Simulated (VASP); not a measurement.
The system is PbS (Galena).

```
CELL_PARAMETERS angstrom
0.00000 3.00478 3.00478
3.00478 0.00000 3.00478
3.00478 3.00478 0.00000
ATOMIC_POSITIONS crystal
Pb 0.00000 0.00000 0.00000
S 0.50000 0.50000 0.50000
```

Base run:

| Property | Result |
| --- | --- |
| Program | VASP 6.6.1 |
| Functional | r2SCAN |
| Potentials or basis | VASP PAW PBE potentials, release 64 (Pb_d, S) |
| Cutoff | 520 eV |
| k mesh | 8 × 8 × 8 |
| Occupations | fermi-dirac, width 0.05 eV |
| Spin | no spin polarisation |

Its results: band gap on the k mesh 0.76 eV, direct; pressure -1.0 GPa.

Task: The run is repeated on the same cell with these changes: functional from r2SCAN to RPBE. What comes out?

Result: Band gap on the k mesh 0.60 eV, direct; pressure 1.8 GPa.

r2SCAN gives the wider gap, since meta-GGAs in the generalised Kohn-Sham scheme recover part of the derivative discontinuity.

Caveats: the PAW data sets were made with another functional, which shifts forces and pressure a little; spin-orbit coupling is left out, which moves the levels of the heavy elements.

A k mesh can miss the band edges.
